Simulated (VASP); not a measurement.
Here is a VASP 6.6.1 calculation.

INCAR

```
SYSTEM = Sn3Se
  PREC = Accurate
  ENCUT = 520
  EDIFF = 1E-6
  ISMEAR = 0
  SIGMA = 0.15
  LREAL = .FALSE.
  LASPH = .TRUE.
  NELM = 60
  ALGO = Normal
  ISIF = 2
  LWAVE = .FALSE.
  LCHARG = .FALSE.
  GGA = PS
  NBANDS = 32
```

The input KPOINTS:

```
regular mesh
0
G
  12 12 12
  0 0 0
```

Contents of POSCAR:

```
Sn3Se
1.0
    0.0000000000      3.6581854746      3.6581854746
    3.6581854746      0.0000000000      3.6581854746
    3.6581854746      3.6581854746      0.0000000000
Sn Se
3 1
Direct
    0.2500000000      0.2500000000      0.2500000000
    0.7500000000      0.7500000000      0.7500000000
    0.5000000000      0.5000000000      0.5000000000
   -0.0230715475      0.0230715475      0.0230715475
```

Potentials or basis: VASP PAW PBE potentials, release 64 (Sn_d, Se).

Command:

```bash
$ cat potpaw_PBE.64/Sn_d/POTCAR potpaw_PBE.64/Se/POTCAR > POTCAR
$ mpirun -np 1 vasp_std > vasp.out
```

(1) Predict the pressure.

(2) What does it give for the largest force?

(3) What does it give for the band gap on the k mesh?

Answers

(1) 0.4 GPa.

(2) 0.215 eV/Å.

(3) zero (bands 24 and 25 overlap by 2.30 eV).

Caveat: the cell differs from its parent crystal (atom 4 (Se) moved +0.169 Å along Cartesian [1 0 0]); the PAW data sets were made with another functional, which shifts forces and pressure a little; spin-orbit coupling is left out, which moves the levels of the heavy elements.
